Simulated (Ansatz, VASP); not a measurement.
## Mg in VASP and in Ansatz

INCAR

```
SYSTEM = Mg
PREC     = Accurate       ! precision mode
ENCUT    = 520            ! plane-wave cutoff, eV
EDIFF    = 1E-7           ! SCF threshold, eV
ISMEAR   = -1             ! smearing method
SIGMA    = 0.05           ! smearing width, eV
LREAL    = .False.        ! projectors in reciprocal space
LASPH    = .True.         ! aspherical terms in the spheres
NELM     = 60             ! most SCF steps
ALGO     = Normal         ! electronic algorithm
ISIF     = 2              ! what is computed and relaxed
LWAVE    = .False.        ! write WAVECAR
LCHARG   = .False.        ! write CHGCAR
GGA      = PS             ! functional
NBANDS   = 7              ! bands
```

KPOINTS

```
Automatic mesh
0
Gamma
  16 16 16
  0 0 0
```

POSCAR

```
Mg
1.0
   -1.4911197627      1.4911197627      1.4911197627
    1.4911197627     -1.4911197627      1.4911197627
    1.4911197627      1.4911197627     -1.4911197627
Mg
1
Direct
    0.0000000000      0.0000000000      0.0000000000
```

Input for Ansatz:

```yaml
crystal:
  lattice:
    - [-1.4911197627, 1.4911197627, 1.4911197627]
    - [1.4911197627, -1.4911197627, 1.4911197627]
    - [1.4911197627, 1.4911197627, -1.4911197627]
  atoms:
    - { symbol: Mg, position: [0.0, 0.0, 0.0] }
kpoints:
  mp_grid: { grid: [16, 16, 16] }
scf:
  occupations: { method: fermi_dirac, width: 0.05 }
hamiltonian:
  xc: pbesol
  pseudopotentials: { kind: all_electron, lapw: { basis_error: 0.00025 } }
output:
  forces: true
  stress: true
  eigenvalues: true
```

Change from the starting cell: volume scaled by 1.03.

Alike in both runs: task single point; functional PBEsol; k mesh 16 × 16 × 16; occupations fermi-dirac, width 0.05 eV; no spin polarisation.

|  | VASP | Ansatz |
| --- | --- | --- |
| version | VASP 6.6.1 | Ansatz 0.2.0 |
| potentials or method | VASP PAW PBE potentials, release 64 (Mg), cutoff 520 eV | all-electron LAPW, scalar-relativistic |

```tsv
	VASP	Ansatz	Ansatz less VASP
pressure (GPa)	54.9	53.8	-1.15
```

VASP's potentials were made for PBE, not for PBEsol. Both programs put the cell under a high pressure, so it lies far from rest at this level. Ansatz ran all-electron here, and VASP with PAW potentials.
